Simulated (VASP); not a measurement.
# TiAu (Pm-3m) in VASP: single point with LDA

Aim: the single point of TiAu with LDA.

Program: VASP 6.6.1. These are calculated values, not measurements. Logs are shortened: lines on timing, memory, paths and dates and some standing lists are left out, and cuts for length are marked.

## (1) The cell of the first run

It takes space group Pm-3m (No. 221, cubic). The conventional cell has a = 3.192 Å, b = 3.192 Å, c = 3.192 Å, α = 90.00°, β = 90.00°, γ = 90.00°. Within 3.6 Å of Ti (site symmetry m-3m) lie 8 Au at 2.76 Å and 6 Ti at 3.19 Å. Au (site symmetry m-3m) has 8 Ti at 2.76 Å and 6 Au at 3.19 Å within 3.6 Å.

## (2) Single point, LDA

Input file INCAR:

```
  ALGO = Normal
  EDIFF = 1E-6
  ENCUT = 520
  ISIF = 2
  ISMEAR = -1
  LASPH = True
  LCHARG = False
  LREAL = False
  LWAVE = False
  NBANDS = 18
  NELM = 80
  PREC = Accurate
  SIGMA = 0.15
```

Input file KPOINTS:

```
k-points
0
Gamma
  14 14 14
```

Input file POSCAR:

```
TiAu
1.0
    3.1915999542      0.0000000000      0.0000000000
    0.0000000000      3.1915999542      0.0000000000
    0.0000000000      0.0000000000      3.1915999542
Ti Au
1 1
Direct
    0.5000000000      0.5000000000      0.5000000000
    0.0000000000      0.0000000000      0.0000000000
```

Potentials or basis: VASP PAW LDA potentials, release 64 (Ti_sv, Au).

Command:

```
> cat potpaw_LDA.64/Ti_sv/POTCAR potpaw_LDA.64/Au/POTCAR > POTCAR
> mpirun -np 1 vasp_std > vasp.out
```

OUTCAR:

```text
EDIFF = 1E-6
   ENCUT = 520
   ISIF = 2
   ISMEAR = -1
   LASPH = True
   LREAL = False
   NELM = 80
   PREC = Accurate

 ion  position               nearest neighbor table
   1  0.500  0.500  0.500-   2 2.76   2 2.76   2 2.76   2 2.76   2 2.76   2 2.76   2 2.76   2 2.76

   2  0.000  0.000  0.000-   1 2.76   1 2.76   1 2.76   1 2.76   1 2.76   1 2.76   1 2.76   1 2.76

  LATTYP: Found a simple cubic cell.
 ALAT       =     3.1915999542

  Lattice vectors:

 A1 = (   3.1915999542,   0.0000000000,   0.0000000000)
 A2 = (   0.0000000000,   3.1915999542,   0.0000000000)
 A3 = (   0.0000000000,   0.0000000000,   3.1915999542)

Analysis of symmetry for initial positions (statically):
=====================================================================
 Subroutine PRICEL returns:
 Original cell was already a primitive cell.

 Routine SETGRP: Setting up the symmetry group for a
 simple cubic supercell.

 Subroutine GETGRP returns: Found 48 space group operations
 (whereof 48 operations were pure point group operations)
 out of a pool of 48 trial point group operations.

The static configuration has the point symmetry O_h .

Analysis of symmetry for dynamics (positions and initial velocities):
=====================================================================
 Subroutine PRICEL returns:
 Original cell was already a primitive cell.

 Routine SETGRP: Setting up the symmetry group for a
 simple cubic supercell.

 Subroutine GETGRP returns: Found 48 space group operations
 (whereof 48 operations were pure point group operations)
 out of a pool of 48 trial point group operations.

The dynamic configuration has the point symmetry O_h .

 Subroutine INISYM returns: Found 48 space group operations
 (whereof 48 operations are pure point group operations),
 and found     1 'primitive' translations

----------------------------------------------------------------------------------------

                                     Primitive cell

  volume of cell :      32.5106

  direct lattice vectors                    reciprocal lattice vectors
     3.191599954  0.000000000  0.000000000     0.313322476  0.000000000  0.000000000
     0.000000000  3.191599954  0.000000000     0.000000000  0.313322476  0.000000000
     0.000000000  0.000000000  3.191599954     0.000000000  0.000000000  0.313322476

  length of vectors
     3.191599954  3.191599954  3.191599954     0.313322476  0.313322476  0.313322476

  position of ions in fractional coordinates (direct lattice)
     0.500000000  0.500000000  0.500000000
     0.000000000  0.000000000  0.000000000

  ion indices of the primitive-cell ions
   primitive index   ion index
                 1           1
                 2           2

----------------------------------------------------------------------------------------

 KPOINTS: k-points

Automatic generation of k-mesh.
 Grid dimensions read from file:
 generate k-points for:   14   14   14

 Generating k-lattice:

  Cartesian coordinates                     Fractional coordinates (reciprocal lattice)
     0.022380177  0.000000000  0.000000000     0.071428571  0.000000000  0.000000000
     0.000000000  0.022380177  0.000000000     0.000000000  0.071428571  0.000000000
     0.000000000  0.000000000  0.022380177     0.000000000  0.000000000  0.071428571

  Length of vectors
     0.022380177  0.022380177  0.022380177

  Shift w.r.t. Gamma in fractional coordinates (k-lattice)
     0.000000000  0.000000000  0.000000000

 Subroutine IBZKPT returns following result:
 ===========================================

 Found    120 irreducible k-points:

 Following reciprocal coordinates:
            Coordinates               Weight
  0.000000  0.000000  0.000000      1.000000
  0.071429  0.000000  0.000000      6.000000
  0.142857  0.000000  0.000000      6.000000
  0.214286  0.000000  0.000000      6.000000
  0.285714  0.000000  0.000000      6.000000
  0.357143  0.000000  0.000000      6.000000
[... 16 lines left out ...]
  0.285714  0.214286  0.000000     24.000000
  0.357143  0.214286  0.000000     24.000000
 [... further k-points ...]
   k-points           NKPTS =    120   k-points in BZ     NKDIM =    120   number of bands    NBANDS=     18
   number of dos      NEDOS =    301   number of ions     NIONS =      2
   total plane-waves  NPLWV =  13824
   dimension x,y,z NGX =    24 NGY =   24 NGZ =   24
   dimension x,y,z NGXF=    48 NGYF=   48 NGZF=   48
   ions per type =               1   1
   NGX,Y,Z   is equivalent  to a cutoff of  12.50, 12.50, 12.50 a.u.
   NGXF,Y,Z  is equivalent  to a cutoff of  25.00, 25.00, 25.00 a.u.
 SYSTEM =  unknown system
   PREC   = accura    normal or accurate (medium, high low for compatibility)
   ISTART =      0    job   : 0-new  1-cont  2-samecut
   ICHARG =      2    charge: 1-file 2-atom 10-const
   ISPIN  =      1    spin polarized calculation?
   LNONCOLLINEAR =      F non collinear calculations
   LSORBIT =      F    spin-orbit coupling
   LASPH  =      T    aspherical Exc in radial PAW
   ENCUT  =  520.0 eV  38.22 Ry    6.18 a.u.   5.93  5.93  5.93*2*pi/ulx,y,z
   NELM   =     80;   NELMIN=  2; NELMDL= -5     # of ELM steps
   EDIFF  = 0.1E-05   stopping-criterion for ELM
   LREAL  =      F    real-space projection
   EDIFFG = 0.1E-04   stopping-criterion for IOM
   NSW    =      0    number of steps for IOM
   IBRION =     -1    ionic relax: 0-MD 1-quasi-New 2-CG
   NFREE  =      0    steps in history (QN), initial steepest desc. (CG)
   ISIF   =      2    stress and relaxation
   ISYM   =      2    0-nonsym 1-usesym 2-fastsym
   POTIM  = 0.5000    time-step for ionic-motion
   TEBEG  =    0.0;   TEEND  =   0.0 temperature during run
   PSTRESS=    0.0 pullay stress
   NELECT =      23.0000    total number of electrons
   NUPDOWN=      -1.0000    fix difference up-down
   EMIN   =  10.00;   EMAX   =-10.00  energy-range for DOS
   EFERMI =   0.00;   METHOD = LEGACY
   ISMEAR =    -1;   SIGMA  =   0.15  broadening in eV -4-tet -1-fermi 0-gaus
   EFERMI_NEDOS =   21; number of points for ismear=-14 and -15
   IALGO  =     38    algorithm
   IMIX   =      4    mixing-type and parameters
     AMIX     =   0.40;   BMIX     =  1.00
     AMIX_MAG =   1.60;   BMIX_MAG =  1.00
  volume/ion in A,a.u.               =      16.26       109.70
  Fermi-wavevector in a.u.,A,eV,Ry     =   1.458733  2.756605 28.951844  2.127901
  Thomas-Fermi vector in A             =   2.575382
   LORBIT       =      0    0 simple, 1 ext, 2 COOP (PROOUT), +10 PAW based schemes
   GGA     = CA    functional components
   LHFCALC =     F    Hartree Fock is set to
   AEXX    =    0.0000 exact exchange contribution
   IVDW    =     0    specifies the selected vdW correction
   LEPSILON=     F    determine dielectric tensor
   LRPA    =     F    only Hartree local field effects (RPA)
 non-spin polarized calculation
  energy-cutoff  :      520.00
  volume of cell :       32.51
 maximum number of plane-waves:       912
 NGX is ok and might be reduce to    24
   NGX = 11   NGY = 11   NGZ = 11

 number of electron      22.9999999 magnetization

 Free energy of the ion-electron system (eV)
  ---------------------------------------------------
  ext. energy  EPLUGINS =         0.00000000
  ---------------------------------------------------
  free energy    TOTEN  =       -13.78913722 eV

  energy without entropy =      -13.56608406  energy(sigma->0) =      -13.67761064

 E-fermi :   9.9154     XC(G=0): -12.6991

 val. band max:        9.9066928386   @ k =   0.4286   0.2143   0.2143
 cond. band min:       9.9206428295   @ k =   0.2857   0.1429   0.1429
 fundamental gap:      0.0139499909
 Fermi energy:         9.9153642598

 k-point     1 :       0.0000    0.0000    0.0000
  band No.  band energies     occupation
      1     -46.7179      2.00000
      2     -23.2798      2.00000
      3     -23.2798      2.00000
      4     -23.2798      2.00000
      5       0.8954      2.00000
      6       3.2913      2.00000
[... 10 lines left out ...]
     17      16.8926      0.00000
     18      16.8926      0.00000

 k-point     2 :       0.0714    0.0000    0.0000
  band No.  band energies     occupation
      1     -46.7172      2.00000
      2     -23.2883      2.00000
      3     -23.2794      2.00000
      4     -23.2794      2.00000
      5       0.9901      2.00000
      6       3.3196      2.00000
[... 10 lines left out ...]
     17      17.1641      0.00000
     18      17.1641      0.00000

 k-point     3 :       0.1429    0.0000    0.0000
  band No.  band energies     occupation
      1     -46.7150      2.00000
      2     -23.3121      2.00000
      3     -23.2781      2.00000
      4     -23.2781      2.00000
      5       1.2656      2.00000
      6       3.4012      2.00000
[... 10 lines left out ...]
     17      17.8888      0.00000
     18      17.8888      0.00000

 k-point     4 :       0.2143    0.0000    0.0000
  band No.  band energies     occupation
      1     -46.7119      2.00000
      2     -23.3462      2.00000
      3     -23.2763      2.00000
      4     -23.2763      2.00000
      5       1.6928      2.00000
      6       3.5254      2.00000
[... 10 lines left out ...]
     17      18.9113      0.00000
     18      18.9113      0.00000

 k-point     5 :       0.2857    0.0000    0.0000
  band No.  band energies     occupation
      1     -46.7085      2.00000
      2     -23.3839      2.00000
      3     -23.2743      2.00000
      4     -23.2743      2.00000
      5       2.2093      2.00000
      6       3.6732      2.00000
[... 10 lines left out ...]
     17      20.1168      0.00000
     18      20.1168      0.00000

 k-point     6 :       0.3571    0.0000    0.0000
  band No.  band energies     occupation
      1     -46.7054      2.00000
      2     -23.4177      2.00000
      3     -23.2725      2.00000
      4     -23.2725      2.00000
      5       2.7048      2.00000
      6       3.8174      2.00000
[... 307 lines left out ...]
 k-point    21 :       0.5000    0.1429    0.0000
  band No.  band energies     occupation
      1     -46.7000      2.00000
      2     -23.4435      2.00000
      3     -23.2989      2.00000
      4     -23.2676      2.00000
      5       3.3210      2.00000
      6       4.1585      2.00000
[... 10 lines left out ...]
     17      20.2549      0.00000
     18      22.1148      0.00000

 k-point    22 :       0.2143    0.2143    0.0000
  band No.  band energies     occupation
      1     -46.7063      2.00000
      2     -23.3445      2.00000
      3     -23.3343      2.00000
      4     -23.2716      2.00000
      5       2.3596      2.00000
      6       3.8049      2.00000
[... 10 lines left out ...]
     17      16.2858      0.00000
     18      20.0822      0.00000

 k-point    23 :       0.2857    0.2143    0.0000
  band No.  band energies     occupation
      1     -46.7030      2.00000
      2     -23.3759      2.00000
      3     -23.3349      2.00000
      4     -23.2689      2.00000
      5       2.7374      2.00000
      6       3.9086      2.00000
[... 10 lines left out ...]
     17      16.7873      0.00000
     18      20.9418      0.00000

 k-point    24 :       0.3571    0.2143    0.0000
  band No.  band energies     occupation
      1     -46.7001      2.00000
      2     -23.4075      2.00000
      3     -23.3317      2.00000
      4     -23.2665      2.00000
      5       3.0613      2.00000
      6       3.9609      2.00000
[... 10 lines left out ...]
     17      17.5737      0.00000
     18      21.9639      0.00000

 [... further k-points ...]
[... 5 lines left out ...]
  --------------------------------------------------------------------------------------
  -------------------------------------------------------------------------------------
  Total        0.0690554      0.0690554      0.0690554      0.0000000     -0.0000000      0.0000000
  in kB        3.4031627      3.4031627      3.4031627      0.0000000     -0.0000000      0.0000000
  external PRESSURE =       3.4031627 kB  Pullay stress =       0.0000000 kB

 VOLUME and BASIS-vectors are now :
 -----------------------------------------------------------------------------
  energy-cutoff  :      520.00
  volume of cell :       32.51
      direct lattice vectors                 reciprocal lattice vectors
     3.191599954  0.000000000  0.000000000     0.313322476  0.000000000  0.000000000
     0.000000000  3.191599954  0.000000000     0.000000000  0.313322476  0.000000000
     0.000000000  0.000000000  3.191599954     0.000000000  0.000000000  0.313322476

 POSITION                                       TOTAL-FORCE (eV/Angst)
 -----------------------------------------------------------------------------------
      1.59580      1.59580      1.59580         0.000000      0.000000      0.000000
      0.00000      0.00000      0.00000         0.000000      0.000000      0.000000
 -----------------------------------------------------------------------------------
    total drift:                                0.000000      0.000000     -0.000000

  FREE ENERGIE OF THE ION-ELECTRON SYSTEM (eV)
  ---------------------------------------------------
  free  energy   TOTEN  =       -13.7891372185 eV

  energy  without entropy=      -13.5660840553  energy(sigma->0) =      -13.67761064
```

Run time: 46 s. Hardware: 1 thread of Intel Xeon 8259CL, shared host; peak memory 0.19 GiB.

Results:

- Free energy: -13.7891 eV
- Pressure: 0.3 GPa
- Band gap on the k mesh: zero (an odd number of electrons rules out a gap without spin polarisation)

Levels at points of the mesh, in eV from the Fermi level:
```
           k point  band 10  band 11  band 12  band 13  band 14  band 15
(0.00, 0.00, 0.00)    -4.56     0.32     0.32     2.13     2.13     2.13
(0.50, 0.00, 0.00)    -4.02    -2.40    -0.89     0.24     0.24     1.52
(0.50, 0.50, 0.00)    -2.10    -0.30    -0.30     0.79     2.13     2.13
(0.50, 0.50, 0.50)    -2.07    -2.07    -2.07     2.39     2.39     2.59
```

Caveat: spin-orbit coupling is left out, which moves the levels of the heavy elements.
